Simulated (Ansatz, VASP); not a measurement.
## One calculation of HgS, two programs

```
Hg S
1.0
     0.00000    3.10922    3.10922
     3.10922    0.00000    3.10922
     3.10922    3.10922    0.00000
Hg S
1 1
Direct
  0.00000 0.00000 0.00000
  0.75000 0.75000 0.75000
```

Alike in both runs: task single point; functional BLYP; k mesh 8 × 8 × 8; occupations gaussian, width 0.05 eV; no spin polarisation.

```csv
,VASP,Ansatz
version,VASP 6.6.1,Ansatz 0.2.0
potentials or method,"VASP PAW PBE potentials, release 64 (Hg, S), cutoff 500 eV","scalar-relativistic, plane waves, PAW"
valence electrons in the cell,18,26
```

```tsv
	VASP	Ansatz	Ansatz less VASP
gap on the k mesh at the Fermi level (eV)	none	none	-
pressure (GPa)	-1.2	-1.4	-0.20
```

VASP's potentials were made for PBE, not for BLYP. A gap of «none» marks a metal or a gap that the smearing closes. With one functional, cell and mesh, what is left measures potentials, basis and numerics. VASP's potentials hold 18 valence electrons a cell and Ansatz's 26, so a difference there can come from the potentials and not from the codes.

Spin-orbit coupling is off throughout.
